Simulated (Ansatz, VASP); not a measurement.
# ZrAl3B3N: VASP beside Ansatz

```
Zr Al B N
1.0
     3.02057    0.00000    0.00000
    -1.51028    2.61589    0.00000
     0.00000    0.00000   11.39128
Zr Al B N
1 3 3 1
Direct
  0.33333 0.66667 0.01193
  0.33333 0.66667 0.31107
  0.66667 0.33333 0.52286
  0.00000 0.00000 0.73725
  0.66667 0.33333 0.17616
  0.00000 0.00000 0.16320
  0.66667 0.33333 0.84882
  0.00000 0.00000 0.41871
```

Alike in both runs: functional PBE; k mesh 4 × 4 × 1; occupations gaussian, width 0.15 eV; no spin polarisation.

Ansatz relaxed the structure, and its values are those at the end. VASP's run is a single point on that final structure, the one shown.

|  | VASP | Ansatz |
| --- | --- | --- |
| version | VASP 6.6.1 | Ansatz 0.2.0 |
| potentials or method | VASP PAW PBE potentials, release 64 (Zr_sv, Al, B, N), cutoff 520 eV | scalar-relativistic, plane waves, PAW |
| valence electrons in the cell | 35 | 35 |

```csv
,VASP,Ansatz,Ansatz less VASP
gap on the k mesh at the Fermi level (eV),none,none,-
pressure (GPa),0.1,0.2,+0.01
rms of the force components (eV/Å),0.022,0.021,-0.0016
```

A gap of «none» marks a metal or a gap that the smearing closes.

The k mesh is coarse, so the values compare programs but aren't converged.
